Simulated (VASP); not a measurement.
# PbO (Pm-3m) in VASP: settings compared, part 2 of 2

VASP 6.6.1.

### Step 3. Single point, r2SCAN (volume changed by -6%)

Input file POSCAR:

```
PbO
1.0
    3.1144683013      0.0000000000      0.0000000000
    0.0000000000      3.1144683013      0.0000000000
    0.0000000000      0.0000000000      3.1144683013
Pb O
1 1
Direct
    0.0000000000      0.0000000000      0.0000000000
    0.5000000000      0.5000000000      0.5000000000
```

Input file INCAR.step1:

```
PREC = Accurate ; ENCUT = 520
ISMEAR = -1 ; SIGMA = 0.02
LREAL = F ; LASPH = T
NELM = 60 ; NBANDS = 17
GGA = PE ; ALGO = Normal
EDIFF = 1E-4 ; LWAVE = T
LCHARG = F
```

Input file INCAR.step2:

```
PREC = Accurate ; ENCUT = 520
EDIFF = 1E-7 ; ISMEAR = -1
SIGMA = 0.02 ; LREAL = F
LASPH = T ; NELM = 60
ALGO = Normal ; ISIF = 2
LWAVE = F ; LCHARG = F
METAGGA = R2SCAN ; LMIXTAU = T
NBANDS = 17 ; ISTART = 1
```

Input file KPOINTS:

```
regular mesh
0
Gamma
  6 6 6
```

Potentials or basis: VASP PAW PBE potentials, release 64 (Pb_d, O).

Started as:

```bash
cat potpaw_PBE.64/Pb_d/POTCAR potpaw_PBE.64/O/POTCAR > POTCAR
cp INCAR.step1 INCAR
mpirun -np 1 vasp_std > vasp.out
cp INCAR.step2 INCAR
mpirun -np 1 vasp_std > vasp.out
```

OUTCAR:

```text
PREC = Accurate
   ENCUT = 520
   EDIFF = 1E-7
   ISMEAR = -1
   LREAL = F
   LASPH = T
   NELM = 60
   ISIF = 2
   METAGGA = R2SCAN
   ISTART = 1

 ion  position               nearest neighbor table
   1  0.000  0.000  0.000-   2 2.70   2 2.70   2 2.70   2 2.70   2 2.70   2 2.70   2 2.70   2 2.70

   2  0.500  0.500  0.500-   1 2.70   1 2.70   1 2.70   1 2.70   1 2.70   1 2.70   1 2.70   1 2.70

  LATTYP: Found a simple cubic cell.
 ALAT       =     3.1144683013

  Lattice vectors:

 A1 = (   3.1144683013,   0.0000000000,   0.0000000000)
 A2 = (   0.0000000000,   3.1144683013,   0.0000000000)
 A3 = (   0.0000000000,   0.0000000000,   3.1144683013)

Analysis of symmetry for initial positions (statically):
=====================================================================
 Subroutine PRICEL returns:
 Original cell was already a primitive cell.

 Routine SETGRP: Setting up the symmetry group for a
 simple cubic supercell.

 Subroutine GETGRP returns: Found 48 space group operations
 (whereof 48 operations were pure point group operations)
 out of a pool of 48 trial point group operations.

The static configuration has the point symmetry O_h .

Analysis of symmetry for dynamics (positions and initial velocities):
=====================================================================
 Subroutine PRICEL returns:
 Original cell was already a primitive cell.

 Routine SETGRP: Setting up the symmetry group for a
 simple cubic supercell.

 Subroutine GETGRP returns: Found 48 space group operations
 (whereof 48 operations were pure point group operations)
 out of a pool of 48 trial point group operations.

The dynamic configuration has the point symmetry O_h .

 Subroutine INISYM returns: Found 48 space group operations
 (whereof 48 operations are pure point group operations),
 and found     1 'primitive' translations

----------------------------------------------------------------------------------------

                                     Primitive cell

  volume of cell :      30.2101

  direct lattice vectors                    reciprocal lattice vectors
     3.114468301  0.000000000  0.000000000     0.321082093  0.000000000  0.000000000
     0.000000000  3.114468301  0.000000000     0.000000000  0.321082093  0.000000000
     0.000000000  0.000000000  3.114468301     0.000000000  0.000000000  0.321082093

  length of vectors
     3.114468301  3.114468301  3.114468301     0.321082093  0.321082093  0.321082093

  position of ions in fractional coordinates (direct lattice)
     0.000000000  0.000000000  0.000000000
     0.500000000  0.500000000  0.500000000

  ion indices of the primitive-cell ions
   primitive index   ion index
                 1           1
                 2           2

----------------------------------------------------------------------------------------

 KPOINTS: regular mesh

Automatic generation of k-mesh.
 Grid dimensions read from file:
 generate k-points for:    6    6    6

 Generating k-lattice:

  Cartesian coordinates                     Fractional coordinates (reciprocal lattice)
     0.053513682  0.000000000  0.000000000     0.166666667  0.000000000  0.000000000
     0.000000000  0.053513682  0.000000000     0.000000000  0.166666667  0.000000000
     0.000000000  0.000000000  0.053513682     0.000000000  0.000000000  0.166666667

  Length of vectors
     0.053513682  0.053513682  0.053513682

  Shift w.r.t. Gamma in fractional coordinates (k-lattice)
     0.000000000  0.000000000  0.000000000

 Subroutine IBZKPT returns following result:
 ===========================================

 Found     20 irreducible k-points:

 Following reciprocal coordinates:
            Coordinates               Weight
  0.000000  0.000000  0.000000      1.000000
  0.166667  0.000000  0.000000      6.000000
  0.333333  0.000000  0.000000      6.000000
  0.500000  0.000000  0.000000      3.000000
  0.166667  0.166667  0.000000     12.000000
  0.333333  0.166667  0.000000     24.000000
[... 12 lines left out ...]
  0.500000  0.500000  0.333333      6.000000
  0.500000  0.500000  0.500000      1.000000
   k-points           NKPTS =     20   k-points in BZ     NKDIM =     20   number of bands    NBANDS=     17
   number of dos      NEDOS =    301   number of ions     NIONS =      2
   total plane-waves  NPLWV =  13824
   dimension x,y,z NGX =    24 NGY =   24 NGZ =   24
   dimension x,y,z NGXF=    48 NGYF=   48 NGZF=   48
   ions per type =               1   1
   NGX,Y,Z   is equivalent  to a cutoff of  12.81, 12.81, 12.81 a.u.
   NGXF,Y,Z  is equivalent  to a cutoff of  25.62, 25.62, 25.62 a.u.
 SYSTEM =  unknown system
   PREC   = accura    normal or accurate (medium, high low for compatibility)
   ISTART =      1    job   : 0-new  1-cont  2-samecut
   ICHARG =      0    charge: 1-file 2-atom 10-const
   ISPIN  =      1    spin polarized calculation?
   LNONCOLLINEAR =      F non collinear calculations
   LSORBIT =      F    spin-orbit coupling
   LASPH  =      T    aspherical Exc in radial PAW
   ENCUT  =  520.0 eV  38.22 Ry    6.18 a.u.   5.79  5.79  5.79*2*pi/ulx,y,z
   NELM   =     60;   NELMIN=  2; NELMDL=  0     # of ELM steps
   EDIFF  = 0.1E-06   stopping-criterion for ELM
   LREAL  =      F    real-space projection
   EDIFFG = 0.1E-05   stopping-criterion for IOM
   NSW    =      0    number of steps for IOM
   IBRION =     -1    ionic relax: 0-MD 1-quasi-New 2-CG
   NFREE  =      0    steps in history (QN), initial steepest desc. (CG)
   ISIF   =      2    stress and relaxation
   ISYM   =      2    0-nonsym 1-usesym 2-fastsym
   POTIM  = 0.5000    time-step for ionic-motion
   TEBEG  =    0.0;   TEEND  =   0.0 temperature during run
   PSTRESS=    0.0 pullay stress
   NELECT =      20.0000    total number of electrons
   NUPDOWN=      -1.0000    fix difference up-down
   EMIN   =  10.00;   EMAX   =-10.00  energy-range for DOS
   EFERMI =   0.00;   METHOD = LEGACY
   ISMEAR =    -1;   SIGMA  =   0.02  broadening in eV -4-tet -1-fermi 0-gaus
   EFERMI_NEDOS =   21; number of points for ismear=-14 and -15
   IALGO  =     38    algorithm
   IMIX   =      4    mixing-type and parameters
     AMIX     =   0.40;   BMIX     =  1.00
     AMIX_MAG =   1.60;   BMIX_MAG =  1.00
  volume/ion in A,a.u.               =      15.11       101.93
  Fermi-wavevector in a.u.,A,eV,Ry     =   1.426815  2.696289 27.698744  2.035800
  Thomas-Fermi vector in A             =   2.547051
   LORBIT       =      0    0 simple, 1 ext, 2 COOP (PROOUT), +10 PAW based schemes
   METAGGA = R2SCAN    functional components
   LHFCALC =     F    Hartree Fock is set to
   AEXX    =    0.0000 exact exchange contribution
   IVDW    =     0    specifies the selected vdW correction
   LEPSILON=     F    determine dielectric tensor
   LRPA    =     F    only Hartree local field effects (RPA)
 non-spin polarized calculation
  energy-cutoff  :      520.00
  volume of cell :       30.21
 maximum number of plane-waves:       840
 NGX is ok and might be reduce to    24
   NGX = 11   NGY = 11   NGZ = 11

 number of electron      19.9999998 magnetization

 Free energy of the ion-electron system (eV)
  ---------------------------------------------------
  ext. energy  EPLUGINS =         0.00000000
  ---------------------------------------------------
  free energy    TOTEN  =       -63.61416462 eV

  energy without entropy =      -63.61416461  energy(sigma->0) =      -63.61416462

 E-fermi :   8.0802     XC(G=0): -12.3205

 val. band max:        7.7986794723   @ k =   0.5000   0.0000   0.0000
 cond. band min:       8.3617616400   @ k =   0.5000   0.0000   0.0000
 fundamental gap:      0.5630821677
 Fermi energy:         8.0802492946

 k-point     1 :       0.0000    0.0000    0.0000
  band No.  band energies     occupation
      1     -10.8239      2.00000
      2      -9.7163      2.00000
      3      -9.7163      2.00000
      4      -8.8743      2.00000
      5      -8.8743      2.00000
      6      -8.8743      2.00000
[... 9 lines left out ...]
     16      27.5466      0.00000
     17      28.0719      0.00000
[... 361 lines left out ...]
 k-point    20 :       0.5000    0.5000    0.5000
  band No.  band energies     occupation
      1      -9.3987      2.00000
      2      -9.3987      2.00000
      3      -9.3987      2.00000
      4      -9.3259      2.00000
      5      -8.6769      2.00000
      6      -8.6769      2.00000
[... 9 lines left out ...]
     16      22.8026      0.00000
     17      28.4830      0.00000

------------------------ aborting loop because EDIFF is reached ----------------------------------------

  FORCE on cell =-STRESS in cart. coord.  units (eV):
  Direction    XX          YY          ZZ          XY          YZ          ZX
  --------------------------------------------------------------------------------------
  -------------------------------------------------------------------------------------
  Total        1.4884375      1.4884375      1.4884375      0.0000000     -0.0000000     -0.0000000
  in kB       78.9386062     78.9386062     78.9386062      0.0000000     -0.0000000     -0.0000000
  external PRESSURE =      78.9386062 kB  Pullay stress =       0.0000000 kB

 VOLUME and BASIS-vectors are now :
 -----------------------------------------------------------------------------
  energy-cutoff  :      520.00
  volume of cell :       30.21
      direct lattice vectors                 reciprocal lattice vectors
     3.114468301  0.000000000  0.000000000     0.321082093  0.000000000  0.000000000
     0.000000000  3.114468301  0.000000000     0.000000000  0.321082093  0.000000000
     0.000000000  0.000000000  3.114468301     0.000000000  0.000000000  0.321082093

 POSITION                                       TOTAL-FORCE (eV/Angst)
 -----------------------------------------------------------------------------------
      0.00000      0.00000      0.00000         0.000000      0.000000      0.000000
      1.55723      1.55723      1.55723         0.000000      0.000000      0.000000
 -----------------------------------------------------------------------------------
    total drift:                                0.000000      0.000000     -0.000000

  FREE ENERGIE OF THE ION-ELECTRON SYSTEM (eV)
  ---------------------------------------------------
  free  energy   TOTEN  =       -63.6141646247 eV

  energy  without entropy=      -63.6141646118  energy(sigma->0) =      -63.61416462
```

OSZICAR.step1:

```text
N       E                     dE             d eps       ncg     rms          rms(c)
DAV:   1     0.167128877153E+03    0.16713E+03   -0.10808E+04   696   0.152E+03
DAV:   2    -0.580784484929E+00   -0.16771E+03   -0.15980E+03   753   0.359E+02
DAV:   3    -0.115712084286E+02   -0.10990E+02   -0.10917E+02   821   0.988E+01
DAV:   4    -0.117818016943E+02   -0.21059E+00   -0.21046E+00   836   0.134E+01
DAV:   5    -0.117878343954E+02   -0.60327E-02   -0.60321E-02   932   0.228E+00    0.832E+00
DAV:   6    -0.993081519788E+01    0.18570E+01   -0.12014E+01   946   0.285E+01    0.458E+00
DAV:   7    -0.967992883004E+01    0.25089E+00   -0.14223E+00   842   0.105E+01    0.145E+00
DAV:   8    -0.968661974140E+01   -0.66909E-02   -0.39707E-01   821   0.602E+00    0.137E+00
DAV:   9    -0.965854109816E+01    0.28079E-01   -0.53252E-02   834   0.255E+00    0.135E-01
DAV:  10    -0.965879561569E+01   -0.25452E-03   -0.26775E-03   867   0.450E-01    0.805E-02
DAV:  11    -0.965875780823E+01    0.37807E-04   -0.89338E-04   749   0.229E-01
   1 F= -.96587578E+01 E0= -.96587578E+01  d E =-.537298E-09
```

It took 18 s on 1 thread of Intel Xeon 6975P-C, shared host; peak memory 0.15 GiB.

Results:

```
Free energy            : -63.6142 eV
Pressure               : 7.9 GPa
Band gap on the k mesh : 0.56 eV, direct
```

Caveat: the cell differs from its parent crystal (volume changed by -6%); the PAW data sets were made with another functional, which shifts forces and pressure a little; spin-orbit coupling is left out, which moves the levels of the heavy elements.

### Step 4. Single point, r2SCAN (volume changed by -3%)

Input file POSCAR:

```
PbO
1.0
    3.1472545876      0.0000000000      0.0000000000
    0.0000000000      3.1472545876      0.0000000000
    0.0000000000      0.0000000000      3.1472545876
Pb O
1 1
Direct
    0.0000000000      0.0000000000      0.0000000000
    0.5000000000      0.5000000000      0.5000000000
```

Input file INCAR.step1:

```
SYSTEM = PbO
PREC = Accurate ; ENCUT = 520
ISMEAR = -1 ; SIGMA = 0.02
LREAL = .False. ; LASPH = .True.
NELM = 100 ; NBANDS = 17
GGA = PE ; ALGO = Normal
EDIFF = 1E-4 ; LWAVE = .True.
LCHARG = .False.
```

Input file INCAR.step2:

```
SYSTEM = PbO
PREC = Accurate ; ENCUT = 520
EDIFF = 1E-6 ; ISMEAR = -1
SIGMA = 0.02 ; LREAL = .False.
LASPH = .True. ; NELM = 100
ALGO = Normal ; ISIF = 2
LWAVE = .False. ; LCHARG = .True.
METAGGA = R2SCAN ; LMIXTAU = .True.
LELF = .True. ; LVHAR = .True.
NBANDS = 17 ; ISTART = 1
```

Input file KPOINTS:

```
Automatic mesh
0
Gamma
  6 6 6
  0 0 0
```

Potentials or basis: VASP PAW PBE potentials, release 64 (Pb_d, O).

Started as:

```bash
cat potpaw_PBE.64/Pb_d/POTCAR potpaw_PBE.64/O/POTCAR > POTCAR
cp INCAR.step1 INCAR
mpirun -np 1 vasp_std > vasp.out
cp INCAR.step2 INCAR
mpirun -np 1 vasp_std > vasp.out
```

OUTCAR:

```text
SYSTEM = PbO
   PREC = Accurate
   ENCUT = 520
   EDIFF = 1E-6
   ISMEAR = -1
   LREAL = .False.
   LASPH = .True.
   NELM = 100
   ISIF = 2
   METAGGA = R2SCAN
   ISTART = 1

 ion  position               nearest neighbor table
   1  0.000  0.000  0.000-   2 2.73   2 2.73   2 2.73   2 2.73   2 2.73   2 2.73   2 2.73   2 2.73

   2  0.500  0.500  0.500-   1 2.73   1 2.73   1 2.73   1 2.73   1 2.73   1 2.73   1 2.73   1 2.73

  LATTYP: Found a simple cubic cell.
 ALAT       =     3.1472545876

[... 581 lines left out ...]

------------------------ aborting loop because EDIFF is reached ----------------------------------------

  FORCE on cell =-STRESS in cart. coord.  units (eV):
  Direction    XX          YY          ZZ          XY          YZ          ZX
  --------------------------------------------------------------------------------------
  -------------------------------------------------------------------------------------
  Total        0.7156032      0.7156032      0.7156032     -0.0000000      0.0000000     -0.0000000
  in kB       36.7779272     36.7779272     36.7779272     -0.0000000      0.0000000     -0.0000000
  external PRESSURE =      36.7779272 kB  Pullay stress =       0.0000000 kB

 VOLUME and BASIS-vectors are now :
 -----------------------------------------------------------------------------
  energy-cutoff  :      520.00
  volume of cell :       31.17
      direct lattice vectors                 reciprocal lattice vectors
     3.147254588  0.000000000  0.000000000     0.317737244  0.000000000  0.000000000
     0.000000000  3.147254588  0.000000000     0.000000000  0.317737244  0.000000000
     0.000000000  0.000000000  3.147254588     0.000000000  0.000000000  0.317737244

 POSITION                                       TOTAL-FORCE (eV/Angst)
 -----------------------------------------------------------------------------------
      0.00000      0.00000      0.00000         0.000000      0.000000      0.000000
      1.57363      1.57363      1.57363         0.000000      0.000000      0.000000
 -----------------------------------------------------------------------------------
    total drift:                                0.000000      0.000000     -0.000000

  FREE ENERGIE OF THE ION-ELECTRON SYSTEM (eV)
  ---------------------------------------------------
  free  energy   TOTEN  =       -63.6498217170 eV

  energy  without entropy=      -63.6498216699  energy(sigma->0) =      -63.64982169
```

OSZICAR.step1:

```text
N       E                     dE             d eps       ncg     rms          rms(c)
DAV:   1     0.176804162614E+03    0.17680E+03   -0.10469E+04   688   0.144E+03
DAV:   2     0.116009600187E+01   -0.17564E+03   -0.16763E+03   769   0.369E+02
DAV:   3    -0.116155986737E+02   -0.12776E+02   -0.12671E+02   828   0.106E+02
DAV:   4    -0.118749273292E+02   -0.25933E+00   -0.25901E+00   854   0.151E+01
DAV:   5    -0.118819311699E+02   -0.70038E-02   -0.70030E-02   915   0.249E+00    0.838E+00
DAV:   6    -0.100242890889E+02    0.18576E+01   -0.12590E+01   944   0.281E+01    0.485E+00
DAV:   7    -0.973591542978E+01    0.28837E+00   -0.16049E+00   825   0.106E+01    0.146E+00
DAV:   8    -0.974540864253E+01   -0.94932E-02   -0.42959E-01   828   0.654E+00    0.139E+00
DAV:   9    -0.971273885184E+01    0.32670E-01   -0.57915E-02   891   0.300E+00    0.143E-01
DAV:  10    -0.971308448337E+01   -0.34563E-03   -0.36768E-03   839   0.507E-01    0.928E-02
DAV:  11    -0.971302567168E+01    0.58812E-04   -0.11504E-03   756   0.256E-01    0.751E-02
DAV:  12    -0.971295642412E+01    0.69248E-04   -0.14108E-04   560   0.980E-02
   1 F= -.97129564E+01 E0= -.97129564E+01  d E =-.202037E-08
```

Run time: 17 s. Hardware: 1 thread of Intel Xeon 6975P-C, shared host; peak memory 0.15 GiB.

Results:

```yaml
Free_energy: -63.6498 eV
Pressure: 3.7 GPa
Band_gap_on_the_k_mesh: 0.51 eV, direct
```

Levels at points of the mesh, in eV from the valence-band top:
```csv
k point,band 8,band 9,band 10,band 11,band 12,band 13
"(0.00, 0.00, 0.00)",-1.90,-1.90,-1.90,9.57,9.57,9.57
"(0.50, 0.00, 0.00)",-1.04,-1.04,0.00,0.51,8.63,8.63
"(0.50, 0.50, 0.00)",-4.76,-4.76,-1.06,4.55,4.55,10.90
"(0.50, 0.50, 0.50)",-2.35,-2.35,-2.35,1.13,1.13,1.13
```

Caveat: the cell differs from its parent crystal (volume changed by -3%); the PAW data sets were made with another functional, which shifts forces and pressure a little; spin-orbit coupling is left out, which moves the levels of the heavy elements.

### Step 5. Single point, r2SCAN

This run uses another cell than the first one, of 16.07 Å³/atom, 0.913 times its volume.

Input file POSCAR:

```
PbO
1.0
    3.1793716485      0.0000000000      0.0000000000
    0.0000000000      3.1793716485      0.0000000000
    0.0000000000      0.0000000000      3.1793716485
Pb O
1 1
Direct
    0.0000000000      0.0000000000      0.0000000000
    0.5000000000      0.5000000000      0.5000000000
```

Input file INCAR.step1:

```
SYSTEM = PbO
ALGO = Normal
EDIFF = 1E-4
ENCUT = 520
GGA = PE
ISMEAR = -1
LASPH = .TRUE.
LCHARG = .FALSE.
LREAL = .FALSE.
LWAVE = .TRUE.
NBANDS = 17
NELM = 100
PREC = Accurate
SIGMA = 0.02
```

Input file INCAR.step2:

```
SYSTEM = PbO
ALGO = Normal
EDIFF = 1E-6
ENCUT = 520
ISIF = 2
ISMEAR = -1
ISTART = 1
LASPH = .TRUE.
LCHARG = .FALSE.
LMIXTAU = .TRUE.
LREAL = .FALSE.
LWAVE = .FALSE.
METAGGA = R2SCAN
NBANDS = 17
NELM = 100
PREC = Accurate
SIGMA = 0.02
```

Input file KPOINTS:

```
k-points
0
G
  6 6 6
  0 0 0
```

Started as:

```bash
cat potpaw_PBE.64/Pb_d/POTCAR potpaw_PBE.64/O/POTCAR > POTCAR
cp INCAR.step1 INCAR
mpirun -np 1 vasp_std > vasp.out
cp INCAR.step2 INCAR
mpirun -np 1 vasp_std > vasp.out
```

Run time: 16 s. Hardware: 1 thread of Intel Xeon 6975P-C, shared host; peak memory 0.15 GiB.

It converged, with:

| Quantity | Value |
| --- | --- |
| Free energy | -63.6623 eV |
| Pressure | 0.1 GPa |
| Band gap on the k mesh | 0.46 eV, direct |

Levels at points of the mesh, in eV from the valence-band top:
```
           k point  band 6  band 7  band 8  band 9  band 10  band 11  band 12  band 13  band 14  band 15
(0.00, 0.00, 0.00)  -16.68   -8.42   -1.77   -1.77    -1.77     9.30     9.30     9.30    10.60    10.60
(0.50, 0.00, 0.00)  -16.66   -9.18   -0.95   -0.95     0.00     0.46     8.44     8.44    11.95    14.24
(0.50, 0.50, 0.00)  -15.95   -5.90   -4.54   -4.54    -0.96     4.45     4.45    10.73    11.39    17.35
(0.50, 0.50, 0.50)  -16.52   -3.28   -2.23   -2.23    -2.23     1.16     1.16     1.16    14.45    14.45
```

Caveat: the PAW data sets were made with another functional, which shifts forces and pressure a little; spin-orbit coupling is left out, which moves the levels of the heavy elements. A k mesh can miss the band edges.

### Step 6. Overview

```tsv
level	cell	gap on the mesh (eV)	pressure (GPa)
PBE	a = 3.278 Å, 2 atoms	0.47	-4.8
r2SCAN	a = 3.114 Å, 2 atoms	0.56	7.9
r2SCAN	a = 3.147 Å, 2 atoms	0.51	3.7
r2SCAN	a = 3.179 Å, 2 atoms	0.46	0.1
```

Alike in all rows: task single point; potentials or basis VASP PAW PBE potentials, release 64 (Pb_d, O); no spin polarisation; k mesh 6 × 6 × 6; cutoff (eV) 520; smearing fermi-dirac 0.02 eV.

Caveats: spin-orbit coupling is left out, which moves the levels of the heavy elements; the PAW data sets were made with another functional, which shifts forces and pressure a little (some runs).

Absolute energies hang on the potentials; compare differences alone.
